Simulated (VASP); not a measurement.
Input of a VASP 6.6.1 run:

POSCAR

```
SiC
1.0
    2.6201228660      0.0000000000      0.0000000000
    0.0000000000      2.6201228660      0.0000000000
    0.0000000000      0.0000000000      2.6201228660
Si C
1 1
Direct
    0.0000000000      0.0000000000      0.0000000000
    0.5000000000      0.5000000000      0.5000000000
```

File INCAR.step1:

```
PREC = Accurate
ENCUT = 660
ISMEAR = -1
SIGMA = 0.001
LREAL = F
LASPH = T
NELM = 120
NBANDS = 11
GGA = PE
ALGO = Normal
EDIFF = 1E-5
LWAVE = T
LCHARG = F
GGA_COMPAT = F
```

The input INCAR.step2:

```
PREC = Accurate
ENCUT = 660
EDIFF = 1E-6
ISMEAR = -1
SIGMA = 0.001
LREAL = F
LASPH = T
NELM = 120
ALGO = Normal
ISIF = 2
LWAVE = F
LCHARG = F
METAGGA = R2SCAN
LMIXTAU = T
NBANDS = 11
ISTART = 1
GGA_COMPAT = F
```

The input KPOINTS:

```
regular mesh
0
Gamma
  6 6 6
```

Potentials or basis: VASP PAW PBE potentials, release 64 (Si, C).

Launch:

```console
$ cat potpaw_PBE.64/Si/POTCAR potpaw_PBE.64/C/POTCAR > POTCAR
$ cp INCAR.step1 INCAR
$ mpirun -np 1 vasp_std > vasp.out
$ cp INCAR.step2 INCAR
$ mpirun -np 1 vasp_std > vasp.out
```

What does it give for the band gap on the k mesh?

Zero (bands 4 and 5 overlap by 3.95 eV).

Estimate the pressure.

-0.3 GPa.

Caveat: the k points lie up to 0.40 Å⁻¹ apart, too coarse for converged energies and pressures of a metal; the structure was generated, so it needn't be the stable form of SiC; the PAW data sets were made with another functional, which shifts forces and pressure a little.
